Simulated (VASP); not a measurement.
# KMgH3: single point with LDA

KMgH3:

```xyz
5
Lattice="4.2263 0.0000 0.0000 0.0000 4.2263 0.0000 0.0000 0.0000 3.8237" Properties=species:S:1:pos:R:3 pbc="T T T"
K     0.0000    0.0000    0.0000
Mg    2.1131    2.1131    1.9119
H     0.0000    2.1131    1.9119
H     2.1131    0.0000    1.9119
H     2.1131    2.1131    0.0000
```

This cell differs from its parent crystal: strain +0.050 along x and y, -0.050 along z.

- Program: VASP 6.6.1
- Task: single point
- Functional: LDA
- Potentials or basis: VASP PAW LDA potentials, release 64 (K_sv, Mg, H)
- Cutoff: 520 eV
- k mesh: 8 × 8 × 8
- Occupations: gaussian, width 0.05 eV
- Spin: no spin polarisation

- Pressure: -4.1 GPa
- Band gap on the k mesh: 1.96 eV, indirect (least direct gap 3.91 eV)

Stress tensor (GPa, compression positive):
```
-5.52  0.00  0.00
 0.00 -5.52  0.00
 0.00  0.00 -1.28
```

Levels at points of the mesh, in eV from the valence-band top:
```tsv
k point	band 5	band 6	band 7	band 8	band 9	band 10
(0.00, 0.00, 0.00)	-5.49	-0.64	-0.32	4.87	4.87	6.37
(0.50, 0.00, 0.00)	-4.08	-2.75	-0.01	4.48	5.45	5.87
(0.50, 0.50, 0.00)	-3.33	-1.93	-1.93	3.18	6.01	7.21
(0.00, 0.00, 0.50)	-3.46	-2.87	0.00	4.74	4.74	5.56
(0.50, 0.00, 0.50)	-2.71	-2.23	-1.71	3.29	5.59	6.14
(0.50, 0.50, 0.50)	-2.30	-1.95	-1.95	1.96	5.12	5.12
```

Run time: 68 s on 1 thread of Intel Xeon 8259CL, on a shared host, peak memory 0.21 GiB.

Caveat: the cell differs from its parent crystal (strain +0.050 along x and y, -0.050 along z). A k mesh can miss the band edges.
